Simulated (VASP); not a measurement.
# C (Pmmn) in VASP: relaxation of cell and atoms with PBE

Aim: the relaxation of cell and atoms of C with PBE.

Everything below comes from runs of VASP 6.6.1. Logs are shortened: lines on timing, memory, paths and dates and some standing lists are left out, and cuts for length are marked.

## (1) The cell of the first run

It takes space group Pmmn (No. 59, orthorhombic). Conventional cell: a = 1.578 Å, b = 2.548 Å, c = 2.826 Å, α = 90.00°, β = 90.00°, γ = 90.00°. C (site symmetry mm2) has 6 C at 1.58 to 1.80 Å within 2.1 Å.

The cell was generated, and may not be a known phase.

## (2) Relaxation of cell and atoms, PBE

INCAR

```
PREC     = Accurate       # precision mode
ENCUT    = 1300           # plane-wave cutoff, eV
EDIFF    = 1E-7           # SCF threshold, eV
ISMEAR   = 0              # smearing method
SIGMA    = 0.1            # smearing width, eV
LREAL    = F              # projectors in reciprocal space
LASPH    = T              # aspherical terms in the spheres
NELM     = 120            # most SCF steps
ALGO     = Normal         # electronic algorithm
ISIF     = 3              # what is computed and relaxed
LWAVE    = F              # write WAVECAR
LCHARG   = F              # write CHGCAR
GGA      = PE             # functional
IBRION   = 2              # ionic algorithm
NSW      = 90             # ionic steps
EDIFFG   = -0.04          # ionic threshold
GGA_COMPAT= F            
NELMIN   = 4
```

KPOINTS

```
Automatic mesh
0
Gamma
  10 6 6
```

POSCAR

```
C
1.0
    1.5775078700      0.0000000000      0.0000000000
    0.0000000000      2.5477879300      0.0000000000
    0.0000000000      0.0000000000      2.8255131500
C
2
Direct
    0.0000000000      0.5000000000      0.6780852700
    0.5000000000      0.0000000000      0.3219147300
```

Potentials or basis: VASP PAW PBE potentials, release 64 (C_h).

Launch:

```sh
> cat potpaw_PBE.64/C_h/POTCAR > POTCAR
> mpirun -np 1 vasp_std > vasp.out
```

OUTCAR:

```text
PREC = Accurate
   ENCUT = 1300
   EDIFF = 1E-7
   ISMEAR = 0
   LREAL = F
   LASPH = T
   NELM = 120
   ISIF = 3
   GGA = PE
   IBRION = 2
   NSW = 90
   EDIFFG = -0.04
   NELMIN = 4

 ion  position               nearest neighbor table
   1  0.000  0.500  0.678-
   2  0.500  0.000  0.322-

  LATTYP: Found a simple orthorhombic cell.
 ALAT       =     1.5775078700
 B/A-ratio  =     1.6150714544
 C/A-ratio  =     1.7911245983

  Lattice vectors:

 A1 = (   1.5775078700,   0.0000000000,   0.0000000000)
 A2 = (   0.0000000000,   2.5477879300,   0.0000000000)
 A3 = (   0.0000000000,   0.0000000000,   2.8255131500)

Analysis of symmetry for initial positions (statically):
=====================================================================
 Subroutine PRICEL returns:
 Original cell was already a primitive cell.

 Routine SETGRP: Setting up the symmetry group for a
 simple orthorhombic supercell.

 Subroutine GETGRP returns: Found  8 space group operations
 (whereof  4 operations were pure point group operations)
 out of a pool of  8 trial point group operations.

The static configuration has the point symmetry C_2v.
 The point group associated with its full space group is D_2h.

Analysis of symmetry for dynamics (positions and initial velocities):
=====================================================================
 Subroutine PRICEL returns:
 Original cell was already a primitive cell.

 Routine SETGRP: Setting up the symmetry group for a
 simple orthorhombic supercell.

 Subroutine GETGRP returns: Found  8 space group operations
 (whereof  4 operations were pure point group operations)
 out of a pool of  8 trial point group operations.

The dynamic configuration has the point symmetry C_2v.
 The point group associated with its full space group is D_2h.

 Subroutine INISYM returns: Found  8 space group operations
 (whereof  4 operations are pure point group operations),
 and found     1 'primitive' translations

----------------------------------------------------------------------------------------

                                     Primitive cell

  volume of cell :      11.3562

  direct lattice vectors                    reciprocal lattice vectors
     1.577507870  0.000000000  0.000000000     0.633911259  0.000000000  0.000000000
     0.000000000  2.547787930  0.000000000     0.000000000  0.392497346  0.000000000
     0.000000000  0.000000000  2.825513150     0.000000000  0.000000000  0.353918013

  length of vectors
     1.577507870  2.547787930  2.825513150     0.633911259  0.392497346  0.353918013

  position of ions in fractional coordinates (direct lattice)
     0.000000000  0.500000000  0.678085270
     0.500000000  0.000000000  0.321914730
[... 68 lines left out ...]
   PREC   = accura    normal or accurate (medium, high low for compatibility)
   ISTART =      0    job   : 0-new  1-cont  2-samecut
   ICHARG =      2    charge: 1-file 2-atom 10-const
   ISPIN  =      1    spin polarized calculation?
   LNONCOLLINEAR =      F non collinear calculations
   LSORBIT =      F    spin-orbit coupling
   LASPH  =      T    aspherical Exc in radial PAW
   ENCUT  = 1300.0 eV  95.55 Ry    9.77 a.u.   4.64  7.49  8.31*2*pi/ulx,y,z
   NELM   =    120;   NELMIN=  4; NELMDL= -5     # of ELM steps
   EDIFF  = 0.1E-06   stopping-criterion for ELM
   LREAL  =      F    real-space projection
   EDIFFG = -.4E-01   stopping-criterion for IOM
   NSW    =     90    number of steps for IOM
   IBRION =      2    ionic relax: 0-MD 1-quasi-New 2-CG
   NFREE  =      1    steps in history (QN), initial steepest desc. (CG)
   ISIF   =      3    stress and relaxation
   ISYM   =      2    0-nonsym 1-usesym 2-fastsym
   POTIM  = 0.5000    time-step for ionic-motion
   TEBEG  =    0.0;   TEEND  =   0.0 temperature during run
   PSTRESS=    0.0 pullay stress
   NELECT =       8.0000    total number of electrons
   NUPDOWN=      -1.0000    fix difference up-down
   EMIN   =  10.00;   EMAX   =-10.00  energy-range for DOS
   EFERMI =   0.00;   METHOD = LEGACY
   ISMEAR =     0;   SIGMA  =   0.10  broadening in eV -4-tet -1-fermi 0-gaus
   EFERMI_NEDOS =   21; number of points for ismear=-14 and -15
   IALGO  =     38    algorithm
   IMIX   =      4    mixing-type and parameters
     AMIX     =   0.40;   BMIX     =  1.00
     AMIX_MAG =   1.60;   BMIX_MAG =  1.00
  volume/ion in A,a.u.               =       5.68        38.32
  Fermi-wavevector in a.u.,A,eV,Ry     =   1.456669  2.752705 28.869979  2.121884
  Thomas-Fermi vector in A             =   2.573560
   LORBIT       =      0    0 simple, 1 ext, 2 COOP (PROOUT), +10 PAW based schemes
   GGA     = PE    functional components
   LHFCALC =     F    Hartree Fock is set to
   AEXX    =    0.0000 exact exchange contribution
   IVDW    =     0    specifies the selected vdW correction
   LEPSILON=     F    determine dielectric tensor
   LRPA    =     F    only Hartree local field effects (RPA)
 conjugate gradient relaxation of ions
 non-spin polarized calculation
 Gauss-broadening in eV      SIGMA  =   0.10
  energy-cutoff  :     1300.00
  volume of cell :       11.36
 maximum number of plane-waves:      1231
 NGX is ok and might be reduce to    20
   NGX =  9   NGY = 15   NGZ = 17

--------------------------------------- Ionic step        1  -------------------------------------------

 number of electron       8.0000000 magnetization

 Free energy of the ion-electron system (eV)
  ---------------------------------------------------
  ext. energy  EPLUGINS =         0.00000000
  ---------------------------------------------------
  free energy    TOTEN  =       -10.56986532 eV

  energy without entropy =      -10.56745954  energy(sigma->0) =      -10.56866243

 E-fermi :  13.0442     XC(G=0): -13.7369

 val. band max:       12.8374501828   @ k =   0.5000   0.1667   0.0000
 cond. band min:      13.0595021536   @ k =   0.4000   0.5000   0.3333
 fundamental gap:      0.2220519709
 Fermi energy:        13.0441954169
[... 631 lines left out ...]
 k-point    24 :       0.5000    0.5000    0.0000
  band No.  band energies     occupation
      1      -5.1571      2.00000
      2      -5.1571      2.00000
      3      12.3021      0.00000
      4      12.3021      0.00000
      5      14.9802      0.00000
      6      14.9802      0.00000
      7      15.4923      0.00000
      8      15.4923      0.00000

 [... further k-points ...]

[... ionic steps 4 to 71 ...]

--------------------------------------- Ionic step       72  -------------------------------------------

 number of electron       8.0000000 magnetization

------------------------ aborting loop because EDIFF is reached ----------------------------------------
[... 67 lines left out ...]
--------------------------------------- Ionic step       74  -------------------------------------------

 number of electron       8.0000001 magnetization

 Free energy of the ion-electron system (eV)
  ---------------------------------------------------
  ext. energy  EPLUGINS =         0.00000000
  ---------------------------------------------------
  free energy    TOTEN  =       -16.20427327 eV

  energy without entropy =      -16.20427327  energy(sigma->0) =      -16.20427327

 E-fermi :   2.2330     XC(G=0):  -9.0855

 val. band max:        1.8118019020   @ k =   0.2000   0.5000   0.5000
 cond. band min:       3.2289358429   @ k =   0.3000   0.5000   0.5000
 fundamental gap:      1.4171339409
 Fermi energy:         2.2330358400
[... 293 lines left out ...]
  FREE ENERGIE OF THE ION-ELECTRON SYSTEM (eV)
  ---------------------------------------------------
  free  energy   TOTEN  =       -16.2042732717 eV

  energy  without entropy=      -16.2042732717  energy(sigma->0) =      -16.20427327

 reached required accuracy - stopping structural energy minimisation
```

OSZICAR:

```text
N       E                     dE             d eps       ncg     rms          rms(c)
DAV:   1     0.235276849895E+02    0.23528E+02   -0.81761E+03  1536   0.200E+03
DAV:   2    -0.102828873981E+02   -0.33811E+02   -0.33199E+02  2584   0.179E+02
DAV:   3    -0.106929267451E+02   -0.41004E+00   -0.40834E+00  1624   0.263E+01
DAV:   4    -0.106940629995E+02   -0.11363E-02   -0.11362E-02  2152   0.127E+00
[... 671 lines left out ...]
DAV:   1    -0.162051510364E+02   -0.14158E-02   -0.50810E-01  1536   0.823E+00    0.179E-01
DAV:   2    -0.162045427316E+02    0.60830E-03   -0.26855E-03  1968   0.567E-01    0.102E-01
DAV:   3    -0.162042813998E+02    0.26133E-03   -0.12298E-03  1864   0.272E-01    0.180E-02
DAV:   4    -0.162042733829E+02    0.80170E-05   -0.74735E-05  1680   0.783E-02    0.941E-03
DAV:   5    -0.162042730452E+02    0.33761E-06   -0.42496E-06  1832   0.228E-02    0.171E-03
DAV:   6    -0.162042732056E+02   -0.16036E-06   -0.27809E-07  1720   0.448E-03    0.
```

Wall time 19 min (1 thread of Intel Xeon Platinum 8375C at 2.90GHz (Ice Lake), shared host); peak memory 0.16 GiB.

What came out:

| Quantity | Value |
| --- | --- |
| Free energy | -16.2043 eV |
| Relaxed volume | 11.81 Å³/atom |
| Relaxed cell | a = 1.275 Å, b = 3.989 Å, c = 4.647 Å, α = 90.00°, β = 90.00°, γ = 90.00° |
| Space group after relaxing (to 0.1 Å) | Immm (No. 71) |
| Energy gained by relaxing | 2817.2 meV/atom |
| Ionic steps | 74 |
| Pressure after relaxing | 0.1 GPa |
| Band gap on the k mesh | zero (bands 4 and 5 overlap by 14.24 eV) |

The path:
```
step  energy change (eV)  largest force (eV/Å)  pressure (GPa)  volume (Å³)
   1              0.0000                0.2992           54.30        11.36
   3             -0.4964                0.6187           -4.27        14.63
   5             -1.1188                0.6008           -1.13        15.14
   7             -1.7993                3.5803           34.13        15.22
   9             -1.9942                5.4212           77.94        15.19
  11             -2.0152                5.4347           82.80        15.27
  13             -2.0477                5.3989           89.95        15.42
  15             -2.2626                5.0824           84.16        15.70
  17             -3.0417                4.1900           64.86        16.87
  19             -4.4994                0.7927           16.38        21.95
  21             -4.9765                1.1726           -3.73        27.43
  23             -5.0196                1.0280           -2.55        27.67
  25             -5.0860                0.9309            7.09        26.58
  27             -5.2190                0.8554            5.71        25.92
  29             -5.4470                0.4885            0.18        23.08
  31             -5.4582                0.4071            2.20        22.78
  33             -5.4745                0.2884            4.68        22.59
  35             -5.4978                0.0732           -2.57        22.86
  37             -5.5123                0.0034            1.16        22.78
  39             -5.5251                0.1100            3.93        22.86
  41             -5.5373                0.3717           -1.45        23.59
  43             -5.5463                0.2853            0.67        23.40
  45             -5.5653                0.3156            4.51        23.76
  47             -5.5739                0.3196            3.06        23.94
  49             -5.5836                0.3334           -3.26        24.72
  51             -5.5870                0.3279           -1.26        24.44
  53             -5.5969                0.3081           -1.33        24.20
  55             -5.6106                0.2022           -1.49        23.24
  57             -5.6159                0.1661            0.88        23.01
  59             -5.6169                0.1410            2.52        22.85
  61             -5.6214                0.1308            2.30        23.01
  63             -5.6295                0.0905            1.39        23.72
  65             -5.6307                0.0840           -0.49        23.87
  67             -5.6319                0.0718           -0.32        23.77
  69             -5.6322                0.0087            0.48        23.29
  71             -5.6335                0.0310            0.92        23.48
  73             -5.6339                0.0234            0.68        23.52
  74             -5.6344                0.0005            0.07        23.63
```

Final structure:
```cif
data_structure
_symmetry_space_group_name_H-M 'P 1'
_symmetry_Int_Tables_number 1
_cell_length_a 1.2748
_cell_length_b 3.9888
_cell_length_c 4.6466
_cell_angle_alpha 90.000
_cell_angle_beta 90.000
_cell_angle_gamma 90.000
_cell_volume 23.63
loop_
_atom_site_label
_atom_site_type_symbol
_atom_site_fract_x
_atom_site_fract_y
_atom_site_fract_z
_atom_site_occupancy
C1 C 0.00000 0.50000 0.75003 1
C2 C 0.50000 0.00000 0.24997 1
```

Caveat: the k points lie up to 0.49 Å⁻¹ apart in the final cell, too coarse for converged energies and pressures of a metal; the volume moved by over 15 % at a fixed basis, so the end points are rough.

The gap in the log of VASP goes by the Fermi energy; the results here count the filled bands.